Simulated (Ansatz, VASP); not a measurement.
## One calculation of TiO2, two programs

```xyz
6
Lattice="-1.9489 1.9489 4.6146 1.9489 -1.9489 4.6146 1.9489 1.9489 -4.6146" Properties=species:S:1:pos:R:3 pbc="T T T"
Ti    0.0000    0.0000    0.0000
Ti    0.0000    1.9489    2.3073
O     0.0000    0.0000    1.9624
O     0.0000    1.9489    4.2697
O     0.0000    1.9489    0.3449
O     0.0000    0.0000    7.2668
```

Alike in both runs: functional PBE; k mesh 7 × 7 × 7; no spin polarisation.

Ansatz relaxed the structure, and its values are those at the end. VASP's run is a single point on that final structure, the one shown.

```csv
,VASP,Ansatz
version,VASP 6.6.1,Ansatz 0.2.0
potentials or method,"VASP PAW PBE potentials, release 64 (Ti_sv, O)","scalar-relativistic, plane waves, PAW"
plane-wave cutoff (eV),520,420
occupations,"gaussian, width 0.01 eV",fixed
valence electrons in the cell,48,48
```

|  | VASP | Ansatz | Ansatz less VASP |
| --- | --- | --- | --- |
| pressure (GPa) | -1.9 | -2.5 | -0.63 |
| rms of the force components (eV/Å) | 0.017 | 0.000 | -0.0165 |

Ansatz's warnings: stress scf threshold loose.
